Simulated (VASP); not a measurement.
KTaO3:

```xyz
10
Lattice="4.0395 0.0000 0.0000 0.0000 4.0395 0.0000 0.0000 0.0000 7.7717" Properties=species:S:1:pos:R:3 pbc="T T T"
K     2.0198    2.0198    2.1670
K     2.0198    2.0198    5.6047
Ta    0.0000    0.0000    0.0000
Ta    0.0000    0.0000    3.8859
O     2.0198    0.0000    0.0000
O     2.0198    0.0000    3.8859
O     0.0000    2.0198    0.0000
O     0.0000    2.0198    3.8859
O     0.0000    0.0000    1.8467
O     0.0000    0.0000    5.9251
```

| Quantity | Value |
| --- | --- |
| Program | VASP 6.6.1 |
| Task | relaxation of cell and atoms |
| Functional | PBE |
| Potentials or basis | VASP PAW PBE potentials, release 64 (K_sv, Ta_pv, O) |
| Cutoff | 600 eV |
| k mesh | 4 × 4 × 2 |
| Occupations | gaussian, width 0.1 eV |
| Spin | no spin polarisation |

At the start: pressure 9.4 GPa; volume 12.68 Å³/atom.

Task: Where does the relaxation end?

Result: Over 11 steps the energy falls by 120.1 meV/atom and the volume is 13.07 Å³/atom (+3.1 %); space group P4/mmm (No. 123, to 0.1 Å) before, Pm-3m (No. 221, to 0.1 Å).

Step by step:
```csv
step,energy change (eV),largest force (eV/Å),pressure (GPa),volume (Å³)
1,0.0000,6.1301,9.40,126.82
2,0.3295,5.3826,-6.59,140.72
3,-0.9771,0.9050,-1.53,132.36
4,-0.9826,0.9462,-1.13,132.04
5,-0.9835,0.9707,-0.89,131.85
6,-1.0791,0.7779,0.01,130.97
7,-1.0994,0.6459,0.83,130.35
8,-1.1701,0.3495,-0.16,130.87
9,-1.1981,0.1024,-1.13,131.48
10,-1.1962,0.0774,1.39,129.74
11,-1.2012,0.0267,-0.04,130.71
```

Final structure:
```xyz
10
Lattice="4.0286 0.0000 0.0000 0.0000 4.0286 0.0000 0.0000 0.0000 8.0537" Properties=species:S:1:pos:R:3 pbc="T T T"
K     2.0143    2.0143    2.0104
K     2.0143    2.0143    6.0433
Ta    0.0000    0.0000    0.0000
Ta    0.0000    0.0000    4.0269
O     2.0143    0.0000    0.0000
O     2.0143    0.0000    4.0269
O     0.0000    2.0143    0.0000
O     0.0000    2.0143    4.0269
O     0.0000    0.0000    2.0139
O     0.0000    0.0000    6.0399
```
